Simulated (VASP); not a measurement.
Here is a VASP 6.6.1 calculation.

The input INCAR:

```
PREC     = Accurate       # precision mode
ENCUT    = 600            # plane-wave cutoff, eV
EDIFF    = 1E-7           # SCF threshold, eV
ISMEAR   = -1             # smearing method
SIGMA    = 0.05           # smearing width, eV
LREAL    = False          # projectors in reciprocal space
LASPH    = True           # aspherical terms in the spheres
NELM     = 60             # most SCF steps
ALGO     = Normal         # electronic algorithm
ISIF     = 3              # what is computed and relaxed
LWAVE    = False          # write WAVECAR
LCHARG   = False          # write CHGCAR
GGA      = RP             # functional
IBRION   = 2              # ionic algorithm
NSW      = 80             # ionic steps
EDIFFG   = -0.005         # ionic threshold
```

The input KPOINTS:

```
Automatic mesh
0
Gamma
  11 11 6
```

POSCAR

```
Os
1.0
    2.7341000000      0.0000000000      0.0000000000
   -1.3670500000      2.3678000565      0.0000000000
    0.0000000000      0.0000000000      4.3197000000
Os
2
Direct
    0.6666666667      0.3333333333      0.7500000000
    0.3333333333      0.6666666667      0.2500000000
```

Potentials or basis: VASP PAW PBE potentials, release 64 (Os).

Launch:

```sh
$ cat potpaw_PBE.64/Os/POTCAR > POTCAR
$ mpirun -np 1 vasp_std > vasp.out
```

(1) Predict the relaxed cell.

(2) Predict the relaxed volume.

Results:

(1) a = 2.763 Å, b = 2.763 Å, c = 4.362 Å, α = 90.00°, β = 90.00°, γ = 120.00°.

(2) 14.42 Å³/atom.

Caveat: the PAW data sets were made with another functional, which shifts forces and pressure a little.
